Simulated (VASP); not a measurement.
A run of VASP 6.6.1:

Contents of INCAR:

```
SYSTEM = TiC3
ALGO = Normal ; EDIFF = 1E-6
ENCUT = 520 ; GGA = PE
ISIF = 2 ; ISMEAR = 0
LASPH = .TRUE. ; LCHARG = .FALSE.
LREAL = .FALSE. ; LWAVE = .FALSE.
NBANDS = 20 ; NELM = 80
PREC = Accurate ; SIGMA = 0.1
```

The input KPOINTS:

```
k-points
0
G
  6 6 4
  0 0 0
```

The input POSCAR:

```
TiC3
1.0
    3.0274690706      0.0000000000      0.0000000000
   -1.5137345353      2.6218651243      0.0000000000
    0.0000000000      0.0000000000      4.2661209349
Ti C
1 3
Direct
    0.6666666667      0.3333333333      0.0000000000
    0.6666666667      0.3333333333      0.5000000000
    0.3333333333      0.6666666667      0.3203060771
    0.3333333333      0.6666666667      0.6796939229
```

Potentials or basis: VASP PAW PBE potentials, release 64 (Ti_sv, C).

The run is started by

```bash
$ cat potpaw_PBE.64/Ti_sv/POTCAR potpaw_PBE.64/C/POTCAR > POTCAR
$ mpirun -np 1 vasp_std > vasp.out
```

Hardware: 1 thread of AMD EPYC 7R43 64-Core Processor (Zen 3) (shared host).

How long does it take, and how much memory?

Run time: 25 s on 1 thread of AMD EPYC 7R43 64-Core Processor (Zen 3) (shared host), peak memory 0.11 GiB. Counts: scf iterations 15, k points 21.
